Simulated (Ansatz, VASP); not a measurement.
CaSb4: VASP beside Ansatz

```xyz
5
Lattice="5.0308 -2.1669 -0.8055 5.0308 2.1669 -0.8055 -4.1540 0.0000 8.4777" Properties=species:S:1:pos:R:3 pbc="T T T"
Ca    5.0308    0.0000   -0.8055
Sb    1.7827    0.0000    4.2974
Sb    8.1789    0.0000    0.0615
Sb   -2.2713    0.0000    6.8051
Sb    4.1248    0.0000    2.5691
```

Alike in both runs: functional PBE; k mesh 4 × 4 × 4; occupations gaussian, width 0.1 eV; no spin polarisation.

Ansatz relaxed the structure, and its values are those at the end. VASP's run is a single point on that final structure, the one shown.

```csv
,VASP,Ansatz
version,VASP 6.6.1,Ansatz 0.2.0
potentials or method,"VASP PAW PBE potentials, release 64 (Ca_sv, Sb), cutoff 520 eV","scalar-relativistic, plane waves, PAW"
valence electrons in the cell,30,70
```

|  | VASP | Ansatz | Ansatz less VASP |
| --- | --- | --- | --- |
| gap on the k mesh at the Fermi level (eV) | none | none | - |
| pressure (GPa) | 0.1 | 0.0 | -0.09 |
| rms of the force components (eV/Å) | 0.018 | 0.012 | -0.0061 |

A gap of «none» marks a metal or a gap that the smearing closes. VASP's potentials hold 30 valence electrons a cell and Ansatz's 70, so a difference there can come from the potentials and not from the codes.

The k mesh is coarse, so the values compare programs but aren't converged. Spin-orbit coupling is off throughout.
